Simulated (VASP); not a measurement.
# WS2 (R3m) in VASP: a series of runs, part 2 of 2

VASP 6.6.1. The steps go on from the part before.

## (3) Single point, PBE+D3(BJ) (strain -0.050 along x and y, +0.000 along z)

File INCAR:

```
SYSTEM = WS2
PREC = Accurate
ENCUT = 520
EDIFF = 1E-7
ISMEAR = 0
SIGMA = 0.05
LREAL = .False.
LASPH = .True.
NELM = 80
ALGO = Normal
ISIF = 2
LWAVE = .False.
LCHARG = .False.
GGA = PE
IVDW = 12
NBANDS = 20
```

File KPOINTS:

```
Automatic mesh
0
Gamma
  12 12 12
  0 0 0
```

File POSCAR:

```
WS2
1.0
    1.5000503651      0.8660544821      6.1633300000
   -1.5000503651      0.8660544821      6.1633300000
    0.0000000000     -1.7321089641      6.1633300000
W S
1 2
Direct
    0.0000000000      0.0000000000      0.0000000000
    0.7503000000      0.7503000000      0.7503000000
    0.5810000000      0.5810000000      0.5810000000
```

Potentials or basis: VASP PAW PBE potentials, release 64 (W_sv, S).

Run with:

```sh
$ cat potpaw_PBE.64/W_sv/POTCAR potpaw_PBE.64/S/POTCAR > POTCAR
$ mpirun -np 1 vasp_std > vasp.out
```

OUTCAR:

```text
SYSTEM = WS2
   PREC = Accurate
   ENCUT = 520
   EDIFF = 1E-7
   ISMEAR = 0
   LREAL = .False.
   LASPH = .True.
   NELM = 80
   ISIF = 2
   GGA = PE
   IVDW = 12
 IVDW          = 12

 ion  position               nearest neighbor table
   1  0.000  0.000  0.000-   2 2.32   2 2.32   2 2.32   3 2.35   3 2.35   3 2.35
   2  0.750  0.750  0.750-   1 2.32   1 2.32   1 2.32
   3  0.581  0.581  0.581-   1 2.35   1 2.35   1 2.35

  LATTYP: Found a trigonal (rhomboedric) cell.
 ALAT       =     6.4020963873
 COS(alpha) =     0.8902012842

  Lattice vectors:

 A1 = (   1.5000503651,   0.8660544821,   6.1633300000)
 A2 = (  -1.5000503651,   0.8660544821,   6.1633300000)
 A3 = (   0.0000000000,  -1.7321089641,   6.1633300000)

Analysis of symmetry for initial positions (statically):
=====================================================================
 Subroutine PRICEL returns:
 Original cell was already a primitive cell.

 Routine SETGRP: Setting up the symmetry group for a
 trigonal (rhombohedral) supercell.

 Subroutine GETGRP returns: Found  6 space group operations
[... 164 lines left out ...]

  energy without entropy =      -23.09223607  energy(sigma->0) =      -23.09223607

 E-fermi :   8.7508     XC(G=0): -11.4490

 val. band max:        8.4906805396   @ k =   0.5000   0.5000   0.5000
 cond. band min:       9.6413197062   @ k =  -0.1667   0.1667   0.0000
 fundamental gap:      1.1506391666
 Fermi energy:         8.7507691947

 k-point     1 :       0.0000    0.0000    0.0000
  band No.  band energies     occupation
      1     -65.5905      2.00000
      2     -30.0294      2.00000
      3     -29.6386      2.00000
      4     -29.6386      2.00000
      5      -7.6301      2.00000
      6      -5.4535      2.00000
[... 541 lines left out ...]
     19      17.5730      0.00000
     20      17.6314      0.00000

 [... further k-points ...]

------------------------ aborting loop because EDIFF is reached ----------------------------------------

 Edisp (eV)   -1.42381

 E8    (eV) :    -0.5986

  FORCE on cell =-STRESS in cart. coord.  units (eV):
  Direction    XX          YY          ZZ          XY          YZ          ZX
  --------------------------------------------------------------------------------------
  -------------------------------------------------------------------------------------
  Total       7.33700     7.33700     4.64676     0.00000     0.00000     0.00000
  in kB     244.68743   244.68743   154.96849     0.00000     0.00000     0.00000
  external pressure =      214.78 kB  Pullay stress =        0.00 kB

 VOLUME and BASIS-vectors are now :
 -----------------------------------------------------------------------------
  energy-cutoff  :      520.00
  volume of cell :       48.04
      direct lattice vectors                 reciprocal lattice vectors
     1.500050365  0.866054482  6.163330000     0.333322141  0.192443628  0.054083318
    -1.500050365  0.866054482  6.163330000    -0.333322141  0.192443628  0.054083318
     0.000000000 -1.732108964  6.163330000     0.000000000 -0.384887256  0.054083318

 POSITION                                       TOTAL-FORCE (eV/Angst)
 -----------------------------------------------------------------------------------
      0.00000      0.00000      0.00000         0.000000     -0.000000     -0.771222
      0.00000      0.00000     13.87304         0.000000      0.000000      1.977586
      0.00000      0.00000     10.74268         0.000000     -0.000000     -1.206364
 -----------------------------------------------------------------------------------
    total drift:                                0.000000      0.000000      0.000098

  FREE ENERGIE OF THE ION-ELECTRON SYSTEM (eV)
  ---------------------------------------------------
  free  energy   TOTEN  =       -24.5160456642 eV

  energy  without entropy=      -24.5160456642  energy(sigma->0) =      -24.51604566
```

OSZICAR:

```text
N       E                     dE             d eps       ncg     rms          rms(c)
DAV:   1     0.203159553327E+03    0.20316E+03   -0.13137E+04  7560   0.132E+03
DAV:   2    -0.138695047407E+02   -0.21703E+03   -0.20968E+03  8796   0.351E+02
DAV:   3    -0.240775860337E+02   -0.10208E+02   -0.10108E+02  9532   0.716E+01
DAV:   4    -0.242174471047E+02   -0.13986E+00   -0.13976E+00  9128   0.903E+00
DAV:   5    -0.242197229656E+02   -0.22759E-02   -0.22758E-02  9400   0.120E+00    0.337E+01
DAV:   6    -0.232512835831E+02    0.96844E+00   -0.37224E+00  8536   0.142E+01    0.145E+01
DAV:   7    -0.231330991053E+02    0.11818E+00   -0.10744E+00  8068   0.586E+00    0.556E+00
DAV:   8    -0.230944403252E+02    0.38659E-01   -0.26276E-01  8568   0.345E+00    0.172E+00
DAV:   9    -0.230927345369E+02    0.17058E-02   -0.15039E-02  9712   0.819E-01    0.795E-01
DAV:  10    -0.230922644087E+02    0.47013E-03   -0.62922E-03  8760   0.547E-01    0.650E-02
DAV:  11    -0.230922209962E+02    0.43412E-04   -0.54433E-04  8512   0.169E-01    0.689E-02
DAV:  12    -0.230922327807E+02   -0.11785E-04   -0.62914E-05  8684   0.615E-02    0.113E-02
DAV:  13    -0.230922355312E+02   -0.27505E-05   -0.49754E-06  8856   0.176E-02    0.560E-03
DAV:  14    -0.230922359163E+02   -0.38509E-06   -0.77032E-07  8676   0.533E-03    0.366E-03
DAV:  15    -0.230922360754E+02   -0.15914E-06   -0.40600E-07  8888   0.468E-03    0.150E-03
DAV:  16    -0.230922360730E+02    0.24706E-08   -0.15613E-08  5300   0.887E-04
   1 F= -.24516046E+02 E0= -.24516046E+02  d E =-.289423E-16
```

Run time: 5.7 min. Hardware: 1 thread of Intel Xeon Platinum 8559C (Emerald Rapids), shared host; peak memory 0.43 GiB.

Results:

```
Free energy                : -24.5160 eV
Pressure                   : 21.5 GPa
Largest force              : 1.978 eV/Å
Band gap on the k mesh     : 1.15 eV (least direct gap 2.55 eV)
Dispersion energy per atom : -0.475 eV
```

Forces in eV/Å, atoms in the order of the input:
```
W    0.000  0.000 -0.771
S    0.000  0.000  1.978
S    0.000  0.000 -1.206
```

Stress tensor (GPa, compression positive):
```
24.47  0.00  0.00
 0.00 24.47  0.00
 0.00  0.00 15.50
```

Caveat: the cell differs from its parent crystal (strain -0.050 along x and y, +0.000 along z); the stress differs along the axes, from 15 to 24 GPa; spin-orbit coupling is left out, which moves the levels of the heavy elements; forces of over 1 eV/Å act on the atoms, so gaps and moduli don't describe the material at rest. A k mesh can miss the band edges.

## (4) Single point, PBE+D3(BJ) (strain -0.050 along x and y, +0.050 along z)

Edit INCAR of step 3 so:

```diff
@@ -3,3 +3,3 @@
 ENCUT = 520
-EDIFF = 1E-7
+EDIFF = 1E-6
 ISMEAR = 0
@@ -8,3 +8,3 @@
 LASPH = .True.
-NELM = 80
+NELM = 60
 ALGO = Normal
```

KPOINTS is that of step 3.

File POSCAR:

```
WS2
1.0
    1.5000503651      0.8660544821      6.4714965000
   -1.5000503651      0.8660544821      6.4714965000
    0.0000000000     -1.7321089641      6.4714965000
W S
1 2
Direct
    0.0000000000      0.0000000000      0.0000000000
    0.7503000000      0.7503000000      0.7503000000
    0.5810000000      0.5810000000      0.5810000000
```

Potentials or basis: VASP PAW PBE potentials, release 64 (W_sv, S).

Run with:

```sh
$ cat potpaw_PBE.64/W_sv/POTCAR potpaw_PBE.64/S/POTCAR > POTCAR
$ mpirun -np 1 vasp_std > vasp.out
```

OUTCAR:

```text
SYSTEM = WS2
   PREC = Accurate
   ENCUT = 520
   EDIFF = 1E-6
   ISMEAR = 0
   LREAL = .False.
   LASPH = .True.
   NELM = 60
   ISIF = 2
   GGA = PE
   IVDW = 12
 IVDW          = 12

 ion  position               nearest neighbor table
   1  0.000  0.000  0.000-   2 2.37   2 2.37   2 2.37   3 2.40   3 2.40   3 2.40
   2  0.750  0.750  0.750-   1 2.37   1 2.37   1 2.37
   3  0.581  0.581  0.581-   1 2.40   1 2.40   1 2.40

  LATTYP: Found a trigonal (rhomboedric) cell.
 ALAT       =     6.6992886498
 COS(alpha) =     0.8997269335

  Lattice vectors:

 A1 = (   1.5000503651,   0.8660544821,   6.4714965000)
 A2 = (  -1.5000503651,   0.8660544821,   6.4714965000)
 A3 = (   0.0000000000,  -1.7321089641,   6.4714965000)

Analysis of symmetry for initial positions (statically):
=====================================================================
 Subroutine PRICEL returns:
 Original cell was already a primitive cell.

 Routine SETGRP: Setting up the symmetry group for a
 trigonal (rhombohedral) supercell.

 Subroutine GETGRP returns: Found  6 space group operations
 (whereof  6 operations were pure point group operations)
 out of a pool of 12 trial point group operations.

The static configuration has the point symmetry C_3v.

Analysis of symmetry for dynamics (positions and initial velocities):
=====================================================================
 Subroutine PRICEL returns:
 Original cell was already a primitive cell.

 Routine SETGRP: Setting up the symmetry group for a
 trigonal (rhombohedral) supercell.

 Subroutine GETGRP returns: Found  6 space group operations
 (whereof  6 operations were pure point group operations)
 out of a pool of 12 trial point group operations.

The dynamic configuration has the point symmetry C_3v.

 Subroutine INISYM returns: Found  6 space group operations
 (whereof  6 operations are pure point group operations),
[... 114 lines left out ...]
   EFERMI_NEDOS =   21; number of points for ismear=-14 and -15
   IALGO  =     38    algorithm
   IMIX   =      4    mixing-type and parameters
     AMIX     =   0.40;   BMIX     =  1.00
     AMIX_MAG =   1.60;   BMIX_MAG =  1.00
  volume/ion in A,a.u.               =      16.81       113.47
  Fermi-wavevector in a.u.,A,eV,Ry     =   1.312594  2.480442 23.441503  1.722902
  Thomas-Fermi vector in A             =   2.442975
   LORBIT       =      0    0 simple, 1 ext, 2 COOP (PROOUT), +10 PAW based schemes
   GGA     = PE    functional components
   LHFCALC =     F    Hartree Fock is set to
   AEXX    =    0.0000 exact exchange contribution
   IVDW    =    12    specifies the selected vdW correction
   LEPSILON=     F    determine dielectric tensor
   LRPA    =     F    only Hartree local field effects (RPA)
 non-spin polarized calculation
 Gauss-broadening in eV      SIGMA  =   0.05
  energy-cutoff  :      520.00
  volume of cell :       50.44
 maximum number of plane-waves:      1389
 NGX is ok and might be reduce to    50
   NGX = 25   NGY = 25   NGZ = 25

 number of electron      26.0000002 magnetization

 Free energy of the ion-electron system (eV)
  ---------------------------------------------------
  ext. energy  EPLUGINS =         0.00000000
  ---------------------------------------------------
  free energy    TOTEN  =       -23.25169511 eV

  energy without entropy =      -23.25169511  energy(sigma->0) =      -23.25169511

 E-fermi :   7.7623     XC(G=0): -11.1903

 val. band max:        7.4881671775   @ k =  -0.1667   0.5000   0.1667
 cond. band min:       8.7595658423   @ k =  -0.1667   0.1667   0.0000
 fundamental gap:      1.2713986648
 Fermi energy:         7.7622745949

 k-point     1 :       0.0000    0.0000    0.0000
  band No.  band energies     occupation
      1     -66.3040      2.00000
      2     -30.6871      2.00000
      3     -30.2920      2.00000
      4     -30.2920      2.00000
      5      -7.9230      2.00000
      6      -6.1368      2.00000
[... 541 lines left out ...]
     19      16.5901      0.00000
     20      16.8971      0.00000

 [... further k-points ...]

------------------------ aborting loop because EDIFF is reached ----------------------------------------

 Edisp (eV)   -1.35212

 E8    (eV) :    -0.5683

  FORCE on cell =-STRESS in cart. coord.  units (eV):
  Direction    XX          YY          ZZ          XY          YZ          ZX
  --------------------------------------------------------------------------------------
  -------------------------------------------------------------------------------------
  Total       5.17616     5.17616    -1.03532     0.00000    -0.00000     0.00000
  in kB     164.40368   164.40368   -32.88356     0.00000    -0.00000     0.00000
  external pressure =       98.64 kB  Pullay stress =        0.00 kB

 VOLUME and BASIS-vectors are now :
 -----------------------------------------------------------------------------
  energy-cutoff  :      520.00
  volume of cell :       50.44
      direct lattice vectors                 reciprocal lattice vectors
     1.500050365  0.866054482  6.471496500     0.333322141  0.192443628  0.051507921
    -1.500050365  0.866054482  6.471496500    -0.333322141  0.192443628  0.051507921
     0.000000000 -1.732108964  6.471496500     0.000000000 -0.384887256  0.051507921

 POSITION                                       TOTAL-FORCE (eV/Angst)
 -----------------------------------------------------------------------------------
      0.00000      0.00000      0.00000         0.000000     -0.000000     -0.675378
      0.00000      0.00000     14.56669         0.000000      0.000000      0.223582
      0.00000      0.00000     11.27982         0.000000      0.000000      0.451796
 -----------------------------------------------------------------------------------
    total drift:                               -0.000000      0.000000     -0.000080

  FREE ENERGIE OF THE ION-ELECTRON SYSTEM (eV)
  ---------------------------------------------------
  free  energy   TOTEN  =       -24.6038120035 eV

  energy  without entropy=      -24.6038120035  energy(sigma->0) =      -24.60381200
```

OSZICAR:

```text
N       E                     dE             d eps       ncg     rms          rms(c)
DAV:   1     0.201200257085E+03    0.20120E+03   -0.13120E+04  7568   0.131E+03
DAV:   2    -0.140635521509E+02   -0.21526E+03   -0.20788E+03  8808   0.348E+02
DAV:   3    -0.242783963363E+02   -0.10215E+02   -0.10106E+02  9540   0.711E+01
DAV:   4    -0.244230591178E+02   -0.14466E+00   -0.14456E+00  9180   0.911E+00
DAV:   5    -0.244255282621E+02   -0.24691E-02   -0.24690E-02  9540   0.125E+00    0.302E+01
DAV:   6    -0.234484640095E+02    0.97706E+00   -0.46835E+00  8508   0.151E+01    0.127E+01
DAV:   7    -0.233283937900E+02    0.12007E+00   -0.16994E+00  8092   0.702E+00    0.565E+00
DAV:   8    -0.232527651528E+02    0.75629E-01   -0.41585E-01  8556   0.420E+00    0.161E+00
DAV:   9    -0.232523351410E+02    0.43001E-03   -0.21370E-02  9492   0.948E-01    0.779E-01
DAV:  10    -0.232517496284E+02    0.58551E-03   -0.66444E-03  8588   0.575E-01    0.813E-02
DAV:  11    -0.232516767132E+02    0.72915E-04   -0.69690E-04  8552   0.185E-01    0.959E-02
DAV:  12    -0.232516858402E+02   -0.91270E-05   -0.61735E-05  8820   0.564E-02    0.393E-02
DAV:  13    -0.232516947417E+02   -0.89015E-05   -0.12376E-05  8456   0.252E-02    0.121E-02
DAV:  14    -0.232516951101E+02   -0.36842E-06   -0.16626E-06  7484   0.730E-03
   1 F= -.24603812E+02 E0= -.24603812E+02  d E =-.325889E-16
```

Wall time 5 min (1 thread of Intel Xeon Platinum 8559C (Emerald Rapids), shared host); peak memory 0.46 GiB.

Results:

```yaml
Free_energy: -24.6038 eV
Pressure: 9.9 GPa
Largest_force: 0.675 eV/Å
Band_gap_on_the_k_mesh: 1.27 eV (least direct gap 2.17 eV)
Dispersion_energy_per_atom: -0.451 eV
```

Forces in eV/Å, atoms in the order of the input:
```
W    0.000  0.000 -0.675
S    0.000  0.000  0.224
S    0.000  0.000  0.452
```

Levels at points of the mesh, in eV from the valence-band top:
| k point | band 11 | band 12 | band 13 | band 14 | band 15 | band 16 |
| --- | --- | --- | --- | --- | --- | --- |
| (0.00, 0.00, 0.00) | -1.40 | -0.96 | -0.96 | 3.29 | 3.29 | 3.45 |
| (0.50, 0.00, 0.00) | -2.50 | -1.26 | -0.64 | 3.24 | 3.85 | 4.33 |
| (0.50, 0.50, 0.00) | -3.01 | -1.01 | -0.79 | 3.45 | 3.83 | 4.06 |
| (0.50, 0.50, 0.50) | -0.94 | -0.94 | -0.13 | 3.27 | 3.27 | 3.45 |

Caveat: the cell differs from its parent crystal (strain -0.050 along x and y, +0.050 along z); the stress differs along the axes, from -3 to 16 GPa; spin-orbit coupling is left out, which moves the levels of the heavy elements. A k mesh can miss the band edges.

## (5) Single point, PBE+D3(BJ) (strain +0.050 along x and y, +0.050 along z)

File INCAR:

```
PREC     = Accurate       # precision mode
ENCUT    = 520            # plane-wave cutoff, eV
EDIFF    = 1E-7           # SCF threshold, eV
ISMEAR   = 0              # smearing method
SIGMA    = 0.05           # smearing width, eV
LREAL    = False          # projectors in reciprocal space
LASPH    = True           # aspherical terms in the spheres
NELM     = 60             # most SCF steps
ALGO     = Normal         # electronic algorithm
ISIF     = 2              # what is computed and relaxed
LWAVE    = False          # write WAVECAR
LCHARG   = False          # write CHGCAR
GGA      = PE             # functional
IVDW     = 12             # dispersion correction
NBANDS   = 20             # bands
```

File KPOINTS:

```
regular mesh
0
Gamma
  12 12 12
```

File POSCAR:

```
WS2
1.0
    1.6579504035      0.9572181118      6.4714965000
   -1.6579504035      0.9572181118      6.4714965000
    0.0000000000     -1.9144362235      6.4714965000
W S
1 2
Direct
    0.0000000000      0.0000000000      0.0000000000
    0.7503000000      0.7503000000      0.7503000000
    0.5810000000      0.5810000000      0.5810000000
```

Run with:

```sh
$ cat potpaw_PBE.64/W_sv/POTCAR potpaw_PBE.64/S/POTCAR > POTCAR
$ mpirun -np 1 vasp_std > vasp.out
```

Wall time 5.4 min (1 thread of Intel Xeon Platinum 8559C (Emerald Rapids), shared host); peak memory 0.47 GiB.

The run converged. Its results:

```yaml
Free_energy: -24.3857 eV
Pressure: -17.3 GPa
Largest_force: 2.121 eV/Å
Band_gap_on_the_k_mesh: 1.10 eV (least direct gap 1.56 eV)
Dispersion_energy_per_atom: -0.366 eV
```

Forces in eV/Å, atoms in the order of the input:
```
W    0.000  0.000 -0.427
S    0.000  0.000 -1.695
S    0.000  0.000  2.121
```

Stress tensor (GPa, compression positive):
```
-16.86   0.00   0.00
  0.00 -16.86   0.00
  0.00   0.00 -18.14
```

Levels at points of the mesh, in eV from the valence-band top:
| k point | band 11 | band 12 | band 13 | band 14 | band 15 | band 16 |
| --- | --- | --- | --- | --- | --- | --- |
| (0.00, 0.00, 0.00) | -1.90 | -1.41 | -0.76 | 1.99 | 1.99 | 2.16 |
| (0.50, 0.00, 0.00) | -2.28 | -1.62 | -1.29 | 1.97 | 2.28 | 3.32 |
| (0.50, 0.50, 0.00) | -2.72 | -1.77 | -1.19 | 1.94 | 2.34 | 2.98 |
| (0.50, 0.50, 0.50) | -1.87 | -1.87 | 0.00 | 2.00 | 2.00 | 2.12 |

Caveat: the cell differs from its parent crystal (strain +0.050 along x and y, +0.050 along z); the cell stands under tension; spin-orbit coupling is left out, which moves the levels of the heavy elements; forces of over 1 eV/Å act on the atoms, so gaps and moduli don't describe the material at rest. A k mesh can miss the band edges.

## (6) Overview

```tsv
cell	gap on the mesh (eV)	pressure (GPa)	largest force (eV/Å)
a = 6.160 Å, angles 31.2°, 3 atoms	0.03	-5.5	0.92
a = 6.402 Å, angles 27.1°, 3 atoms	1.15	21.5	1.98
a = 6.699 Å, angles 25.9°, 3 atoms	1.27	9.9	0.68
a = 6.749 Å, angles 28.4°, 3 atoms	1.10	-17.3	2.12
```

Alike in all rows: task single point; level PBE+D3(BJ); potentials or basis VASP PAW PBE potentials, release 64 (W_sv, S); no spin polarisation; k mesh 12 × 12 × 12; cutoff (eV) 520; smearing gaussian 0.05 eV.

Caveats: spin-orbit coupling is left out, which moves the levels of the heavy elements; forces of over 1 eV/Å act on the atoms, so gaps and moduli don't describe the material at rest (at least some runs); the stress differs along the axes, from -11 to 5 GPa (at least some runs); the smearing spreads over this small gap (at least some runs); the stress differs along the axes, from 15 to 24 GPa (at least some runs); the stress differs along the axes, from -3 to 16 GPa (at least some runs); the cell stands under tension (at least some runs).

Total energies depend on the potentials used, so only differences within one code and one set of settings carry meaning.
